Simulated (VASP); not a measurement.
C: single point with PBE

Crystal: C.

```
C
1.0
     0.09271    1.83094    1.83094
     1.83094    0.09271    1.83094
     1.83094    1.83094    0.09271
C
2
Direct
  0.50000 0.50000 0.50000
  0.75000 0.75000 0.75000
```

This cell differs from its parent crystal: ratio of the length along [111] to the lengths across it x 1.08, volume and fractional coordinates fixed.

* Program: VASP 6.6.1
* Task: single point
* Functional: PBE
* Potentials or basis: VASP PAW PBE potentials, release 64 (C)
* Cutoff: 520 eV
* k mesh: 12 × 12 × 12
* Occupations: gaussian, width 0.05 eV
* Spin: no spin polarisation

```
Pressure               : 5.6 GPa
Largest force          : 0.043 eV/Å
Band gap on the k mesh : 3.70 eV, direct
```

Forces on the atoms (eV/Å):
```
C   -0.025 -0.025 -0.025
C    0.025  0.025  0.025
```

Stress tensor (GPa, compression positive):
```
  5.63 -27.91 -27.91
-27.91   5.63 -27.91
-27.91 -27.91   5.63
```

Levels at points of the mesh, in eV from the valence-band top:
| k point | band 2 | band 3 | band 4 | band 5 | band 6 | band 7 |
| --- | --- | --- | --- | --- | --- | --- |
| (0.00, 0.00, 0.00) | -0.25 | 0.00 | 0.00 | 3.70 | 6.31 | 6.31 |
| (0.50, 0.00, 0.00) | -13.48 | -3.15 | -2.98 | 6.76 | 8.97 | 9.08 |
| (0.50, 0.50, 0.00) | -12.60 | -6.77 | -5.85 | 3.76 | 5.72 | 16.27 |
| (0.50, 0.50, 0.50) | -13.36 | -2.17 | -2.17 | 8.83 | 8.83 | 10.58 |

Run time: 23 s on 1 thread of AMD EPYC 7R43 64-Core Processor (Zen 3), with other jobs on the host, peak memory 0.09 GiB.

 A k mesh can miss the band edges.
